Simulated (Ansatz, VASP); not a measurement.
**InAs in VASP and in Ansatz**

Contents of INCAR:

```
SYSTEM = InAs
ALGO = Normal
EDIFF = 1E-7
ENCUT = 520
GGA = PS
ISIF = 2
ISMEAR = 0
LASPH = .TRUE.
LCHARG = .FALSE.
LREAL = .FALSE.
LWAVE = .FALSE.
NBANDS = 16
NELM = 80
PREC = Accurate
SIGMA = 0.15
```

Contents of KPOINTS:

```
k-points
0
G
  14 14 14
  0 0 0
```

POSCAR

```
InAs
1.0
    0.0000000000      2.9604817210      2.9604817210
    2.9604817210      0.0000000000      2.9604817210
    2.9604817210      2.9604817210      0.0000000000
In As
1 1
Direct
    0.0000000000      0.0000000000      0.0000000000
    0.7500000000      0.7500000000      0.7500000000
```

Input for Ansatz:

```yaml
crystal:
  lattice:
    - [0.0, 2.960481721, 2.960481721]
    - [2.960481721, 0.0, 2.960481721]
    - [2.960481721, 2.960481721, 0.0]
  atoms:
    - { symbol: In, position: [0.0, 0.0, 0.0] }
    - { symbol: As, position: [0.75, 0.75, 0.75] }
basis:
  ecutwfc: 420
kpoints:
  mp_grid: { grid: [14, 14, 14] }
hamiltonian:
  xc: pbesol
  pseudopotentials: { kind: paw, azcp: { folder: soft_1 } }
scf:
  occupations: { method: gaussian, width: 0.15 }
output:
  forces: true
  stress: true
  eigenvalues: true
  write_density: true
  write_potential: true
  elf: true
  volumetric_format: npy
```

Alike in both runs: task single point; functional PBEsol; k mesh 14 × 14 × 14; occupations gaussian, width 0.15 eV; no spin polarisation.

|  | VASP | Ansatz |
| --- | --- | --- |
| version | VASP 6.6.1 | Ansatz 0.2.0 |
| potentials or method | VASP PAW PBE potentials, release 64 (In_d, As), cutoff 520 eV | scalar-relativistic, plane waves, PAW |
| valence electrons in the cell | 18 | 28 |

Ansatz gave:

- gap on the k mesh at the Fermi level (eV): none
- pressure (GPa): 5.6

Question: Estimate VASP's values.

Answer: gap on the k mesh at the Fermi level (eV): none; pressure (GPa): 5.8.

VASP's potentials were made for PBE, not for PBEsol, and Ansatz warns of the same on its side. A gap of «none» marks a metal or a gap that the smearing closes. VASP's potentials hold 18 valence electrons a cell and Ansatz's 28, so a difference there can come from the potentials and not from the codes.
